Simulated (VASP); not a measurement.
# SrMn2 (Fm-3m) in VASP: further runs

Runs on SrMn2. Level: PBE. Tasks: single point, relaxation of cell and atoms.

Everything below comes from runs of VASP 6.6.1. Logs are shortened: lines on timing, memory, paths and dates and some standing lists are left out, and cuts for length are marked.

## 1. The cell of the first run

It takes space group Fm-3m (No. 225, cubic). The conventional cell has a = 7.274 Å, b = 7.274 Å, c = 7.274 Å, α = 90.00°, β = 90.00°, γ = 90.00°. Sr (site symmetry m-3m) has 8 Mn at 3.15 Å within 4.1 Å. Mn (site symmetry -43m) has 4 Sr at 3.15 Å and 6 Mn at 3.64 Å within 4.1 Å.

## 2. Single point, PBE, collinear spin, ferromagnetic start

Input file INCAR:

```
PREC = Accurate
ENCUT = 520
EDIFF = 1E-6
ISMEAR = 0
SIGMA = 0.1
LREAL = False
LASPH = True
NELM = 150
ALGO = Normal
ISIF = 2
LWAVE = False
LCHARG = False
ISPIN = 2
MAGMOM = 0 3.53 3.53
LORBIT = 11
LMAXMIX = 4
GGA = PE
NBANDS = 29
```

Input file KPOINTS:

```
Automatic mesh
0
Gamma
  6 6 6
```

Input file POSCAR:

```
SrMn2
1.0
    0.0000000000      3.6371752866      3.6371752866
    3.6371752866      0.0000000000      3.6371752866
    3.6371752866      3.6371752866      0.0000000000
Sr Mn
1 2
Direct
    0.0000000000      0.0000000000      0.0000000000
    0.2500000000      0.2500000000      0.2500000000
    0.7500000000      0.7500000000      0.7500000000
```

Potentials or basis: VASP PAW PBE potentials, release 64 (Sr_sv, Mn_pv).

Command:

```bash
$ cat potpaw_PBE.64/Sr_sv/POTCAR potpaw_PBE.64/Mn_pv/POTCAR > POTCAR
$ mpirun -np 1 vasp_std > vasp.out
```

OUTCAR:

```text
PREC = Accurate
   ENCUT = 520
   EDIFF = 1E-6
   ISMEAR = 0
   LREAL = False
   LASPH = True
   NELM = 150
   ISIF = 2
   ISPIN = 2
   LORBIT = 11
   GGA = PE

 ion  position               nearest neighbor table
   1  0.000  0.000  0.000-   3 3.15   3 3.15   3 3.15   2 3.15   3 3.15   2 3.15   2 3.15   2 3.15

   2  0.250  0.250  0.250-   1 3.15   1 3.15   1 3.15   1 3.15
   3  0.750  0.750  0.750-   1 3.15   1 3.15   1 3.15   1 3.15

  LATTYP: Found a face centered cubic cell.
 ALAT       =     7.2743505732

  Lattice vectors:

 A1 = (   0.0000000000,   3.6371752866,   3.6371752866)
 A2 = (   3.6371752866,   0.0000000000,   3.6371752866)
 A3 = (   3.6371752866,   3.6371752866,   0.0000000000)

Analysis of symmetry for initial positions (statically):
=====================================================================
 Subroutine PRICEL returns:
 Original cell was already a primitive cell.

 Routine SETGRP: Setting up the symmetry group for a
 face centered cubic supercell.

 Subroutine GETGRP returns: Found 48 space group operations
 (whereof 48 operations were pure point group operations)
 out of a pool of 48 trial point group operations.

The static configuration has the point symmetry O_h .

Analysis of symmetry for dynamics (positions and initial velocities):
=====================================================================
 Subroutine PRICEL returns:
 Original cell was already a primitive cell.

 Routine SETGRP: Setting up the symmetry group for a
 face centered cubic supercell.

 Subroutine GETGRP returns: Found 48 space group operations
 (whereof 48 operations were pure point group operations)
 out of a pool of 48 trial point group operations.

The dynamic configuration has the point symmetry O_h .

Analysis of structural, dynamic, and magnetic symmetry:
=====================================================================
 Subroutine PRICEL returns:
 Original cell was already a primitive cell.

 Routine SETGRP: Setting up the symmetry group for a
 face centered cubic supercell.

 Subroutine GETGRP returns: Found 48 space group operations
 (whereof 48 operations were pure point group operations)
 out of a pool of 48 trial point group operations.

The overall configuration has the point symmetry O_h .

 Subroutine INISYM returns: Found 48 space group operations
 (whereof 48 operations are pure point group operations),
 and found     1 'primitive' translations

----------------------------------------------------------------------------------------

                                     Primitive cell

  volume of cell :      96.2327

  direct lattice vectors                    reciprocal lattice vectors
     0.000000000  3.637175287  3.637175287    -0.137469316  0.137469316  0.137469316
     3.637175287  0.000000000  3.637175287     0.137469316 -0.137469316  0.137469316
     3.637175287  3.637175287  0.000000000     0.137469316  0.137469316 -0.137469316

  length of vectors
     5.143742619  5.143742619  5.143742619     0.238103840  0.238103840  0.238103840

  position of ions in fractional coordinates (direct lattice)
     0.000000000  0.000000000  0.000000000
     0.250000000  0.250000000  0.250000000
     0.750000000  0.750000000  0.750000000

  ion indices of the primitive-cell ions
   primitive index   ion index
                 1           1
                 2           2
                 3           3

----------------------------------------------------------------------------------------

 KPOINTS: Automatic mesh

Automatic generation of k-mesh.
 Grid dimensions read from file:
 generate k-points for:    6    6    6

 Generating k-lattice:

  Cartesian coordinates                     Fractional coordinates (reciprocal lattice)
    -0.022911553  0.022911553  0.022911553     0.166666667  0.000000000  0.000000000
     0.022911553 -0.022911553  0.022911553     0.000000000  0.166666667  0.000000000
     0.022911553  0.022911553 -0.022911553     0.000000000  0.000000000  0.166666667

  Length of vectors
     0.039683973  0.039683973  0.039683973

  Shift w.r.t. Gamma in fractional coordinates (k-lattice)
     0.000000000  0.000000000  0.000000000

 Subroutine IBZKPT returns following result:
 ===========================================

 Found     16 irreducible k-points:

 Following reciprocal coordinates:
            Coordinates               Weight
  0.000000  0.000000  0.000000      1.000000
  0.166667  0.000000  0.000000      8.000000
  0.333333  0.000000  0.000000      8.000000
  0.500000  0.000000  0.000000      4.000000
  0.166667  0.166667  0.000000      6.000000
  0.333333  0.166667  0.000000     24.000000
[... 8 lines left out ...]
 -0.333333  0.333333  0.166667     24.000000
 -0.333333  0.500000  0.166667     12.000000
   k-points           NKPTS =     16   k-points in BZ     NKDIM =     16   number of bands    NBANDS=     29
   number of dos      NEDOS =    301   number of ions     NIONS =      3
   total plane-waves  NPLWV =  64000
   dimension x,y,z NGX =    40 NGY =   40 NGZ =   40
   dimension x,y,z NGXF=    80 NGYF=   80 NGZF=   80
   ions per type =               1   2
   NGX,Y,Z   is equivalent  to a cutoff of  12.93, 12.93, 12.93 a.u.
   NGXF,Y,Z  is equivalent  to a cutoff of  25.86, 25.86, 25.86 a.u.
 SYSTEM =  unknown system
   PREC   = accura    normal or accurate (medium, high low for compatibility)
   ISTART =      0    job   : 0-new  1-cont  2-samecut
   ICHARG =      2    charge: 1-file 2-atom 10-const
   ISPIN  =      2    spin polarized calculation?
   LNONCOLLINEAR =      F non collinear calculations
   LSORBIT =      F    spin-orbit coupling
   LASPH  =      T    aspherical Exc in radial PAW
   ENCUT  =  520.0 eV  38.22 Ry    6.18 a.u.   9.56  9.56  9.56*2*pi/ulx,y,z
   NELM   =    150;   NELMIN=  2; NELMDL= -5     # of ELM steps
   EDIFF  = 0.1E-05   stopping-criterion for ELM
   LREAL  =      F    real-space projection
   EDIFFG = 0.1E-04   stopping-criterion for IOM
   NSW    =      0    number of steps for IOM
   IBRION =     -1    ionic relax: 0-MD 1-quasi-New 2-CG
   NFREE  =      0    steps in history (QN), initial steepest desc. (CG)
   ISIF   =      2    stress and relaxation
   ISYM   =      2    0-nonsym 1-usesym 2-fastsym
   POTIM  = 0.5000    time-step for ionic-motion
   TEBEG  =    0.0;   TEEND  =   0.0 temperature during run
   PSTRESS=    0.0 pullay stress
   NELECT =      36.0000    total number of electrons
   NUPDOWN=      -1.0000    fix difference up-down
   EMIN   =  10.00;   EMAX   =-10.00  energy-range for DOS
   EFERMI =   0.00;   METHOD = LEGACY
   ISMEAR =     0;   SIGMA  =   0.10  broadening in eV -4-tet -1-fermi 0-gaus
   EFERMI_NEDOS =   21; number of points for ismear=-14 and -15
   IALGO  =     38    algorithm
   IMIX   =      4    mixing-type and parameters
     AMIX     =   0.40;   BMIX     =  1.00
     AMIX_MAG =   1.60;   BMIX_MAG =  1.00
  volume/ion in A,a.u.               =      32.08       216.47
  Fermi-wavevector in a.u.,A,eV,Ry     =   1.179600  2.229121 18.931911  1.391456
  Thomas-Fermi vector in A             =   2.315908
   LORBIT       =     11    0 simple, 1 ext, 2 COOP (PROOUT), +10 PAW based schemes
   GGA     = PE    functional components
   LHFCALC =     F    Hartree Fock is set to
   AEXX    =    0.0000 exact exchange contribution
   IVDW    =     0    specifies the selected vdW correction
   LEPSILON=     F    determine dielectric tensor
   LRPA    =     F    only Hartree local field effects (RPA)
 spin polarized calculation
 Gauss-broadening in eV      SIGMA  =   0.10
  energy-cutoff  :      520.00
  volume of cell :       96.23
 maximum number of plane-waves:      2637
 NGX is ok and might be reduce to    40
   NGX = 19   NGY = 19   NGZ = 19

 number of electron      36.0000022 magnetization       8.4057133

 Free energy of the ion-electron system (eV)
  ---------------------------------------------------
  ext. energy  EPLUGINS =         0.00000000
  ---------------------------------------------------
  free energy    TOTEN  =       -15.26577278 eV

  energy without entropy =      -15.24737117  energy(sigma->0) =      -15.25657197

 E-fermi :   2.3603     XC(G=0):  -8.6287

 val. band max:        2.3588954698   @ k =   0.5000   0.3333   0.1667
 cond. band min:       2.3855873521   @ k =   0.3333   0.3333   0.0000
 fundamental gap:      0.0266918823
 Fermi energy:         2.3603024784

 spin component 1

 k-point     1 :       0.0000    0.0000    0.0000
  band No.  band energies     occupation
      1     -47.9171      1.00000
      2     -47.9171      1.00000
      3     -47.9171      1.00000
      4     -47.9134      1.00000
      5     -47.9134      1.00000
      6     -47.9134      1.00000
[... 21 lines left out ...]
     28       8.5219      0.00000
     29       8.5219      0.00000
[... 449 lines left out ...]
 k-point    16 :      -0.3333    0.5000    0.1667
  band No.  band energies     occupation
      1     -47.9177      1.00000
      2     -47.9175      1.00000
      3     -47.9163      1.00000
      4     -47.9141      1.00000
      5     -47.9130      1.00000
      6     -47.9128      1.00000
[... 21 lines left out ...]
     28       6.5712      0.00000
     29       7.3084      0.00000
 Fermi energy:         2.3603024784

 spin component 2

 k-point     1 :       0.0000    0.0000    0.0000
  band No.  band energies     occupation
      1     -43.6851      1.00000
      2     -43.6850      1.00000
      3     -43.6850      1.00000
      4     -43.6801      1.00000
      5     -43.6801      1.00000
      6     -43.6801      1.00000
[... 21 lines left out ...]
     28       9.1200      0.00000
     29       9.1200      0.00000
[... 449 lines left out ...]
 k-point    16 :      -0.3333    0.5000    0.1667
  band No.  band energies     occupation
      1     -43.6860      1.00000
      2     -43.6857      1.00000
      3     -43.6841      1.00000
      4     -43.6811      1.00000
      5     -43.6795      1.00000
      6     -43.6793      1.00000
[... 21 lines left out ...]
     28       6.9716      0.00000
     29       7.5425      0.00000

------------------------ aborting loop because EDIFF is reached ----------------------------------------

  FORCE on cell =-STRESS in cart. coord.  units (eV):
  Direction    XX          YY          ZZ          XY          YZ          ZX
  --------------------------------------------------------------------------------------
  -------------------------------------------------------------------------------------
  Total       -0.0615592     -0.0615592     -0.0615592      0.0000000     -0.0000000      0.0000000
  in kB       -1.0248989     -1.0248989     -1.0248989      0.0000000     -0.0000000      0.0000000
  external PRESSURE =      -1.0248989 kB  Pullay stress =       0.0000000 kB

 VOLUME and BASIS-vectors are now :
 -----------------------------------------------------------------------------
  energy-cutoff  :      520.00
  volume of cell :       96.23
      direct lattice vectors                 reciprocal lattice vectors
     0.000000000  3.637175287  3.637175287    -0.137469316  0.137469316  0.137469316
     3.637175287  0.000000000  3.637175287     0.137469316 -0.137469316  0.137469316
     3.637175287  3.637175287  0.000000000     0.137469316  0.137469316 -0.137469316

 POSITION                                       TOTAL-FORCE (eV/Angst)
 -----------------------------------------------------------------------------------
      0.00000      0.00000      0.00000         0.000000      0.000000     -0.000000
      1.81859      1.81859      1.81859         0.000000     -0.000000     -0.000000
      5.45576      5.45576      5.45576        -0.000000      0.000000      0.000000
 -----------------------------------------------------------------------------------
    total drift:                               -0.000000     -0.000000      0.000000

  FREE ENERGIE OF THE ION-ELECTRON SYSTEM (eV)
  ---------------------------------------------------
  free  energy   TOTEN  =       -15.2657727775 eV

  energy  without entropy=      -15.2473711667  energy(sigma->0) =      -15.25657197

 total charge

# of ion       s       p       d       tot
------------------------------------------
    1        2.054   5.732   0.281   8.067
    2        0.385   6.057   4.918  11.359
    3        0.385   6.057   4.918  11.359
--------------------------------------------------
tot          2.824  17.845  10.116  30.785

 magnetization (x)

# of ion       s       p       d       tot
------------------------------------------
    1       -0.014   0.020  -0.042  -0.036
    2        0.071  -0.001   3.974   4.044
    3        0.071  -0.001   3.974   4.044
--------------------------------------------------
tot          0.128   0.019   7.906   8.052
```

It took 3.1 min on 1 thread of Oxide Virtual Turin-like, shared host; peak memory 0.28 GiB.

What came out:

| Item | Value |
| --- | --- |
| Free energy | -15.2658 eV |
| Pressure | -0.1 GPa |
| Net moment | 8.41 μB per cell |
| Site moments | Sr -0.04; Mn +4.04 μB |
| Valence electrons inside the program's atomic spheres | Sr 8.07; Mn 11.36 |

## 3. Relaxation of cell and atoms, PBE, collinear spin, ferromagnetic start

This run uses another cell than the first one, of 19.13 Å³/atom.

Input file INCAR:

```
PREC = Accurate ; ENCUT = 600
EDIFF = 1E-7 ; ISMEAR = 0
SIGMA = 0.1 ; LREAL = False
LASPH = True ; NELM = 150
ALGO = Fast ; ISIF = 3
LWAVE = False ; LCHARG = False
ISPIN = 2 ; MAGMOM = 0 3.53 3.53
LORBIT = 11 ; LMAXMIX = 4
GGA = PE ; IBRION = 2
NSW = 90 ; EDIFFG = -0.04
```

KPOINTS is that of step 2.

Input file POSCAR:

```
SrMn2
1.0
    0.0000000000      3.0616986226      3.0616986226
    3.0616986226      0.0000000000      3.0616986226
    3.0616986226      3.0616986226      0.0000000000
Sr Mn
1 2
Direct
    0.0000000000      0.0000000000      0.0000000000
    0.2500000000      0.2500000000      0.2500000000
    0.7500000000      0.7500000000      0.7500000000
```

Potentials or basis: VASP PAW PBE potentials, release 64 (Sr_sv, Mn_pv).

Command:

```bash
$ cat potpaw_PBE.64/Sr_sv/POTCAR potpaw_PBE.64/Mn_pv/POTCAR > POTCAR
$ mpirun -np 1 vasp_std > vasp.out
```

It took 13 min on 1 thread of Oxide Virtual Turin-like, shared host; peak memory 0.24 GiB.

Results (log left out):

```
Free energy                                           : -15.2376 eV
Relaxed volume                                        : 31.42 Å³/atom
Relaxed cell                                          : a = 5.109 Å, b = 5.109 Å, c = 5.109 Å, α = 60.00°, β = 60.00°, γ = 60.00°
Space group after relaxing (to 0.1 Å)                 : Fm-3m (No. 225)
Energy gained by relaxing                             : 488.5 meV/atom
Ionic steps                                           : 4
Pressure after relaxing                               : 0.1 GPa
Net moment                                            : 8.39 μB per cell
Site moments                                          : Sr -0.03; Mn +4.03 μB
Valence electrons inside the program's atomic spheres : Sr 8.07; Mn 11.37
```

The path:
```csv
step,energy change (eV),largest force (eV/Å),pressure (GPa),volume (Å³)
1,0.0000,0.0000,17.57,57.40
2,-1.2218,0.0000,5.09,76.65
3,-1.4563,0.0000,0.81,90.78
4,-1.4656,0.0000,0.06,94.27
```

Final structure:
```
Sr Mn
1.0
     0.00000    3.61232    3.61232
     3.61232    0.00000    3.61232
     3.61232    3.61232    0.00000
Sr Mn
1 2
Cartesian
  0.0000 3.6123 3.6123
  1.8062 1.8062 1.8062
  5.4185 5.4185 5.4185
```

Levels at points of the mesh, in eV from the Fermi level:
Spin up:
| k point | band 18 | band 19 | band 20 | band 21 | band 22 | band 23 | band 24 | band 25 | band 26 |
| --- | --- | --- | --- | --- | --- | --- | --- | --- | --- |
| (0.00, 0.00, 0.00) | -2.58 | -2.58 | -2.13 | -2.13 | 0.80 | 0.80 | 0.80 | 4.22 | 4.22 |
| (0.50, 0.00, 0.00) | -2.68 | -2.68 | -2.61 | -2.61 | -2.03 | 1.62 | 1.62 | 3.29 | 4.44 |
| (0.50, 0.50, 0.00) | -2.68 | -2.51 | -2.14 | -1.27 | -1.24 | -0.52 | 1.36 | 1.36 | 4.37 |
Spin down:
```
           k point  band 12  band 13  band 14  band 15  band 16  band 17
(0.00, 0.00, 0.00)    -0.36    -0.36     0.54     0.54     0.54     0.77
(0.50, 0.00, 0.00)    -1.71    -0.12    -0.12     0.48     0.48     0.57
(0.50, 0.50, 0.00)    -1.22    -1.21    -0.18     0.16     0.76     0.76
```

Caveat: the volume moved by over 15 % at a fixed basis, so the end points are rough.
